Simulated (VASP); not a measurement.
# AlGa15N16 (a cell with a defect) in VASP: a series of runs

AlGa15N16 (a cell with a defect) is run at these levels: PBE; tasks: single point.

Program: VASP 6.6.1. These are calculated values, not measurements. Logs are shortened: lines on timing, memory, paths and dates and some standing lists are left out, and cuts for length are marked.

## 1. The cell of the first run

The cell holds a defect, 32 atoms: a = 7.878 Å, b = 7.878 Å, c = 7.878 Å, α = 109.47°, β = 109.47°, γ = 109.47°.

## 2. Single point, PBE

The input, INCAR:

```
SYSTEM = AlGa15N16
  PREC = Accurate
  ENCUT = 520
  EDIFF = 1E-7
  ISMEAR = 0
  SIGMA = 0.01
  LREAL = Auto
  LASPH = .True.
  NELM = 80
  ALGO = Normal
  ISIF = 2
  LWAVE = .False.
  LCHARG = .False.
  GGA = PE
  NBANDS = 161
```

The input, KPOINTS:

```
Automatic mesh
0
Gamma
  2 2 2
  0.5 0.5 0.5
```

The input, POSCAR:

```
AlGa15N16
1.0
    4.5484769843      4.5484769843     -4.5484769843
   -4.5484769843     -4.5484769843     -4.5484769843
   -4.5484769843      4.5484769843      4.5484769843
Al Ga N
1 15 16
Direct
    0.2500000000      0.0000000000      0.7500000000
    0.4993899086      0.7510485388      0.7500000000
    0.7500000000      0.5000000000      0.7500000000
    0.7500000000      0.0000000000      0.2500000000
    0.0010485388      1.0000000000     -0.0006100914
    0.2500000000      0.7510485388     -0.0006100914
    0.4989514612      0.4983413697     -0.0010485388
    0.7483413697      0.2489514612     -0.0010485388
    0.0010485388      0.2493899086      0.7500000000
    0.4993899086      0.0000000000      0.5010485388
    0.7516586303      0.7506100914      0.5006100914
    0.0006100914      0.7506100914      0.2516586303
    0.2500000000      0.5000000000      0.2500000000
    0.4989514612      0.2489514612      0.2483413697
    0.0006100914      0.5016586303      0.5006100914
    0.2500000000      0.2493899086      0.5010485388
    0.2500000000      0.0000000000     -0.0070948890
    0.4997295999      0.7493454894     -0.0002704001
    0.7503841104      0.5003841104      0.0006545106
    0.7496158896      0.0000000000      0.5002704001
    0.0002704001      0.0000000000      0.2496158896
    0.2500000000      0.7502704001      0.2496158896
    0.5006545106      0.5003841104      0.2503841104
    0.7503841104      0.2506545106      0.2503841104
   -0.0006545106      0.2497295999     -0.0002704001
    0.4929051110      0.0000000000      0.7500000000
    0.7496158896      0.7502704001      0.7500000000
    0.0070948890      0.7570948890      0.5070948890
    0.2500000000      0.4996158896      0.5002704001
    0.4997295999      0.2497295999      0.4993454894
    0.0002704001      0.4996158896      0.7500000000
    0.2500000000      0.2429051110      0.7500000000
```

Potentials or basis: VASP PAW PBE potentials, release 64 (Al, Ga_d, N).

On the command line:

```
cat potpaw_PBE.64/Al/POTCAR potpaw_PBE.64/Ga_d/POTCAR potpaw_PBE.64/N/POTCAR > POTCAR
mpirun -np 1 vasp_std > vasp.out
```

OUTCAR:

```text
SYSTEM = AlGa15N16
   PREC = Accurate
   ENCUT = 520
   EDIFF = 1E-7
   ISMEAR = 0
   LREAL = Auto
   LASPH = .True.
   NELM = 80
   ISIF = 2
   GGA = PE

 ion  position               nearest neighbor table
   1  0.250  0.000  0.750-  17 1.91  26 1.91  28 1.91  32 1.91
   2  0.499  0.751  0.750-  29 1.97  18 1.97  27 1.97  26 1.98
   3  0.750  0.500  0.750-  27 1.97  31 1.97  30 1.97  19 1.97
   4  0.750  0.000  0.250-  20 1.97  21 1.97  18 1.97  24 1.97
   5  0.001  0.000  0.999-  27 1.97  25 1.97  21 1.97  17 1.98
   6  0.250  0.751  0.999-  31 1.97  18 1.97  22 1.97  17 1.98
[... 24 lines left out ...]
  31  0.000  0.500  0.750-   6 1.97  15 1.97   3 1.97   9 1.97
  32  0.250  0.243  0.750-   1 1.91   7 1.98   9 1.98  16 1.98

  LATTYP: Found a body centered cubic cell.
 ALAT       =     9.0969539686

  Lattice vectors:

 A1 = (   4.5484769843,   4.5484769843,  -4.5484769843)
 A2 = (  -4.5484769843,  -4.5484769843,  -4.5484769843)
 A3 = (  -4.5484769843,   4.5484769843,   4.5484769843)

Analysis of symmetry for initial positions (statically):
=====================================================================
 Subroutine PRICEL returns:
 Original cell was already a primitive cell.

 Routine SETGRP: Setting up the symmetry group for a
 body centered cubic supercell.

 Subroutine GETGRP returns: Found 24 space group operations
 (whereof  2 operations were pure point group operations)
 out of a pool of 48 trial point group operations.

The static configuration has the point symmetry C_1h.
 The point group associated with its full space group is T_d .

Analysis of symmetry for dynamics (positions and initial velocities):
=====================================================================
 Subroutine PRICEL returns:
 Original cell was already a primitive cell.

 Routine SETGRP: Setting up the symmetry group for a
 body centered cubic supercell.

 Subroutine GETGRP returns: Found 24 space group operations
 (whereof  2 operations were pure point group operations)
 out of a pool of 48 trial point group operations.

The dynamic configuration has the point symmetry C_1h.
 The point group associated with its full space group is T_d .

 Subroutine INISYM returns: Found 24 space group operations
 (whereof  2 operations are pure point group operations),
 and found     1 'primitive' translations

----------------------------------------------------------------------------------------

                                     Primitive cell

  volume of cell :     376.4073
[... 140 lines left out ...]
   EFERMI =   0.00;   METHOD = LEGACY
   ISMEAR =     0;   SIGMA  =   0.01  broadening in eV -4-tet -1-fermi 0-gaus
   EFERMI_NEDOS =   21; number of points for ismear=-14 and -15
   IALGO  =     38    algorithm
   IMIX   =      4    mixing-type and parameters
     AMIX     =   0.40;   BMIX     =  1.00
     AMIX_MAG =   1.60;   BMIX_MAG =  1.00
  volume/ion in A,a.u.               =      11.76        79.38
  Fermi-wavevector in a.u.,A,eV,Ry     =   1.479803  2.796421 29.794249  2.189816
  Thomas-Fermi vector in A             =   2.593915
   LORBIT       =      0    0 simple, 1 ext, 2 COOP (PROOUT), +10 PAW based schemes
   GGA     = PE    functional components
   LHFCALC =     F    Hartree Fock is set to
   AEXX    =    0.0000 exact exchange contribution
   IVDW    =     0    specifies the selected vdW correction
   LEPSILON=     F    determine dielectric tensor
   LRPA    =     F    only Hartree local field effects (RPA)
 non-spin polarized calculation
 Gauss-broadening in eV      SIGMA  =   0.01
  energy-cutoff  :      520.00
  volume of cell :      376.41
 maximum number of plane-waves:     10168
 NGX is ok and might be reduce to    60
   NGX = 29   NGY = 29   NGZ = 29

 number of electron     278.0000248 magnetization

 Free energy of the ion-electron system (eV)
  ---------------------------------------------------
  ext. energy  EPLUGINS =         0.00000000
  ---------------------------------------------------
  free energy    TOTEN  =      -197.16197330 eV

  energy without entropy =     -197.16197330  energy(sigma->0) =     -197.16197330

 E-fermi :   4.6021     XC(G=0): -11.4520

 val. band max:        4.5344955554   @ k =   0.2500   0.2500   0.2500
 cond. band min:       8.1237732431   @ k =  -0.2500   0.2500   0.2500
 fundamental gap:      3.5892776877
 Fermi energy:         4.6021137126

 k-point     1 :       0.2500    0.2500    0.2500
  band No.  band energies     occupation
      1     -10.1416      2.00000
      2     -10.1416      2.00000
      3     -10.1416      2.00000
      4     -10.1152      2.00000
      5      -9.7645      2.00000
      6      -9.7645      2.00000
[... 143 lines left out ...]
    150      10.3132      0.00000
    151      10.3132      0.00000

 k-point     2 :      -0.2500    0.2500    0.2500
  band No.  band energies     occupation
      1     -10.4273      2.00000
      2      -9.9582      2.00000
      3      -9.9315      2.00000
      4      -9.9315      2.00000
      5      -9.9262      2.00000
      6      -9.8253      2.00000
[... 143 lines left out ...]
    150      10.2952      0.00000
    151      10.5482      0.00000
 [bands above 151 left out]

------------------------ aborting loop because EDIFF is reached ----------------------------------------

  FORCE on cell =-STRESS in cart. coord.  units (eV):
  Direction    XX          YY          ZZ          XY          YZ          ZX
  --------------------------------------------------------------------------------------
  -------------------------------------------------------------------------------------
  Total       -2.2197023     -2.2197023     -2.2197023     -0.0000000     -0.0000000     -0.0000000
  in kB       -9.4481616     -9.4481616     -9.4481616     -0.0000000     -0.0000000     -0.0000000
  external PRESSURE =      -9.4481616 kB  Pullay stress =       0.0000000 kB

 VOLUME and BASIS-vectors are now :
 -----------------------------------------------------------------------------
  energy-cutoff  :      520.00
  volume of cell :      376.41
      direct lattice vectors                 reciprocal lattice vectors
     4.548476984  4.548476984 -4.548476984     0.000000000  0.109926906 -0.109926906
    -4.548476984 -4.548476984 -4.548476984    -0.109926906  0.000000000 -0.109926906
    -4.548476984  4.548476984  4.548476984    -0.109926906  0.109926906  0.000000000

 POSITION                                       TOTAL-FORCE (eV/Angst)
 -----------------------------------------------------------------------------------
     -2.27424      4.54848      2.27424        -0.000000      0.000000      0.000000
     -4.55602      2.26669     -2.27623         0.013353      0.013353      0.010110
     -2.27424      4.54848     -2.27424        -0.000000      0.000000      0.000000
      2.27424      4.54848     -2.27424        -0.000000      0.000000      0.000000
     -4.54093      4.55047      4.54093        -0.013353     -0.010110      0.013353
     -6.82471      2.26669     -0.00754         0.010110      0.013353      0.013353
[... 24 lines left out ...]
     -5.68262      1.14010      1.13764         0.008868      0.008868      0.004051
     -3.37909      3.44363      1.16939        -0.000226     -0.000226     -0.000226
 -----------------------------------------------------------------------------------
    total drift:                               -0.000034      0.000034     -0.000045

  FREE ENERGIE OF THE ION-ELECTRON SYSTEM (eV)
  ---------------------------------------------------
  free  energy   TOTEN  =      -197.1619732985 eV

  energy  without entropy=     -197.1619732985  energy(sigma->0) =     -197.16197330
```

OSZICAR:

```text
N       E                     dE             d eps       ncg     rms          rms(c)
DAV:   1     0.481436847309E+04    0.48144E+04   -0.10619E+05   692   0.313E+03
DAV:   2     0.111937270213E+04   -0.36950E+04   -0.35175E+04   644   0.936E+02
DAV:   3    -0.515711921397E+02   -0.11709E+04   -0.11093E+04   780   0.319E+02
[... 12 lines left out ...]
DAV:  16    -0.197161969052E+03   -0.43383E-05   -0.83157E-05   848   0.964E-02    0.533E-03
DAV:  17    -0.197161973425E+03   -0.43733E-05   -0.43997E-05   984   0.280E-02    0.351E-03
DAV:  18    -0.197161973422E+03    0.31287E-08   -0.27319E-06   816   0.801E-03    0.289E-03
DAV:  19    -0.197161973299E+03    0.12263E-06   -0.20216E-07   472   0.506E-03    0.164E-03
DAV:  20    -0.197161973299E+03    0.65484E-09   -0.13687E-07   448   0.251E-03
   1 F= -.19716197E+03 E0= -.19716197E+03  d E =-.588318E-22
```

It took 4.4 min on 1 thread of AMD EPYC 9R45 (Zen 5), shared host; peak memory 0.5 GiB.

What came out:

```
Free energy            : -197.1620 eV
Pressure               : -0.9 GPa
Largest force          : 0.021 eV/Å
Band gap on the k mesh : 3.59 eV
```

Forces on the atoms (eV/Å):
```
Al   0.000  0.000  0.000
Ga   0.013  0.013  0.010
Ga   0.000  0.000  0.000
Ga   0.000  0.000  0.000
Ga  -0.013 -0.010  0.013
Ga   0.010  0.013  0.013
Ga  -0.013  0.010 -0.013
Ga  -0.010  0.013 -0.013
Ga  -0.013 -0.013  0.010
Ga   0.013 -0.010 -0.013
Ga  -0.010 -0.013  0.013
Ga   0.013 -0.013 -0.010
Ga   0.000  0.000  0.000
Ga  -0.013  0.013 -0.010
Ga   0.013  0.010  0.013
Ga   0.010 -0.013 -0.013
N    0.000  0.000  0.000
N    0.009  0.004  0.009
N   -0.009  0.009 -0.004
N   -0.009 -0.004  0.009
N    0.009 -0.004 -0.009
N    0.004 -0.009 -0.009
N   -0.004  0.009 -0.009
N   -0.009  0.004 -0.009
N   -0.004 -0.009  0.009
N    0.000  0.000  0.000
N   -0.009 -0.009  0.004
N    0.000  0.000  0.000
N    0.004  0.009  0.009
N    0.009 -0.009 -0.004
N    0.009  0.009  0.004
N    0.000  0.000  0.000
```

Levels at points of the mesh, in eV from the valence-band top:
```
           k point  band 135  band 136  band 137  band 138  band 139  band 140  band 141  band 142  band 143  band 144
(0.25, 0.25, 0.25)     -0.02     -0.02      0.00      0.00      0.00      4.37      4.37      4.37      4.52      5.65
```

## 3. Single point, PBE, collinear spin

The input, INCAR:

```
PREC = Accurate
ENCUT = 520
EDIFF = 1E-7
ISMEAR = 0
SIGMA = 0.01
LREAL = Auto
LASPH = T
NELM = 150
ALGO = Normal
ISIF = 2
LWAVE = F
LCHARG = T
ISPIN = 2
MAGMOM = 0.2 0 0 0 0 0 0 0 0 0 0 0 0 0 0 0 0.2 0 0 0 0 0 0 0 0 0.2 0 0.2 0 0 0 0.2
LORBIT = 11
GGA = PE
LELF = T
LVHAR = T
NELECT = 277.0
NBANDS = 165
```

KPOINTS is that of step 2.

The input, POSCAR:

```
AlGa15N16
1.0
    4.5484769843      4.5484769843     -4.5484769843
   -4.5484769843     -4.5484769843     -4.5484769843
   -4.5484769843      4.5484769843      4.5484769843
Al Ga N
1 15 16
Direct
    0.2500000000      0.0000000000      0.7500000000
    0.4994297632      0.7513840714      0.7500000000
    0.7500000000      0.5000000000      0.7500000000
    0.7500000000      0.0000000000      0.2500000000
    0.0013840714      1.0000000000     -0.0005702368
    0.2500000000      0.7513840714     -0.0005702368
    0.4986159286      0.4980456918     -0.0013840714
    0.7480456918      0.2486159286     -0.0013840714
    0.0013840714      0.2494297632      0.7500000000
    0.4994297632      0.0000000000      0.5013840714
    0.7519543082      0.7505702368      0.5005702368
    0.0005702368      0.7505702368      0.2519543082
    0.2500000000      0.5000000000      0.2500000000
    0.4986159286      0.2486159286      0.2480456918
    0.0005702368      0.5019543082      0.5005702368
    0.2500000000      0.2494297632      0.5013840714
    0.2500000000      0.0000000000     -0.0068297270
    0.4997565222      0.7491821669     -0.0002434778
    0.7505743552      0.5005743552      0.0008178331
    0.7494256448      0.0000000000      0.5002434778
    0.0002434778      0.0000000000      0.2494256448
    0.2500000000      0.7502434778      0.2494256448
    0.5008178331      0.5005743552      0.2505743552
    0.7505743552      0.2508178331      0.2505743552
   -0.0008178331      0.2497565222     -0.0002434778
    0.4931702730      0.0000000000      0.7500000000
    0.7494256448      0.7502434778      0.7500000000
    0.0068297270      0.7568297270      0.5068297270
    0.2500000000      0.4994256448      0.5002434778
    0.4997565222      0.2497565222      0.4991821669
    0.0002434778      0.4994256448      0.7500000000
    0.2500000000      0.2431702730      0.7500000000
```

Potentials or basis: VASP PAW PBE potentials, release 64 (Al, Ga_d, N).

On the command line:

```
cat potpaw_PBE.64/Al/POTCAR potpaw_PBE.64/Ga_d/POTCAR potpaw_PBE.64/N/POTCAR > POTCAR
mpirun -np 1 vasp_std > vasp.out
```

Wall time 31 min (1 thread of Oxide Virtual Turin-like, shared host); peak memory 0.72 GiB.

It converged, with:

| Item | Value |
| --- | --- |
| Free energy | -201.6884 eV |
| Largest force | 0.022 eV/Å |
| Net moment | 1.00 μB per cell |
| Site moments | Al -0.00; Ga +0.01; N +0.03, +0.05 (each value once) μB |
| Valence electrons inside the program's atomic spheres | Al 0.78; Ga 11.78; N 3.73, 3.70 (each value once) |

Forces in eV/Å, atoms in the order of the input:
```
Al   0.000  0.000  0.000
Ga   0.005  0.005  0.000
Ga   0.000  0.000  0.000
Ga   0.000  0.000  0.000
Ga  -0.005  0.000  0.005
Ga   0.000  0.005  0.005
Ga  -0.005  0.000 -0.005
Ga   0.000  0.005 -0.005
Ga  -0.005 -0.005  0.000
Ga   0.005  0.000 -0.005
Ga   0.000 -0.005  0.005
Ga   0.005 -0.005  0.000
Ga   0.000  0.000  0.000
Ga  -0.005  0.005  0.000
Ga   0.005  0.000  0.005
Ga   0.000 -0.005 -0.005
N    0.013 -0.013 -0.013
N    0.003  0.002  0.003
N   -0.003  0.003 -0.002
N   -0.003 -0.002  0.003
N    0.003 -0.002 -0.003
N    0.002 -0.003 -0.003
N   -0.002  0.003 -0.003
N   -0.003  0.002 -0.003
N   -0.002 -0.003  0.003
N   -0.013 -0.013  0.013
N   -0.003 -0.003  0.002
N   -0.013  0.013 -0.013
N    0.002  0.003  0.003
N    0.003 -0.003 -0.002
N    0.003  0.003  0.002
N    0.013  0.013  0.013
```

Levels at points of the mesh, in eV from the Fermi level:
Spin up:
| k point | band 136 | band 137 | band 138 | band 139 | band 140 | band 141 | band 142 | band 143 |
| --- | --- | --- | --- | --- | --- | --- | --- | --- |
| (0.25, 0.25, 0.25) | -0.10 | -0.09 | -0.09 | -0.09 | 4.36 | 4.36 | 4.36 | 4.52 |
Spin down:
| k point | band 135 | band 136 | band 137 | band 138 | band 139 | band 140 |
| --- | --- | --- | --- | --- | --- | --- |
| (0.25, 0.25, 0.25) | -0.01 | -0.01 | 0.00 | 0.00 | 0.00 | 4.40 |

Caveat: the k points lie up to 0.49 Å⁻¹ apart; the cell carries a net charge on a neutralising background, which shifts energy and pressure; the cell is charged against a uniform background, so pressure and absolute levels hang on convention.
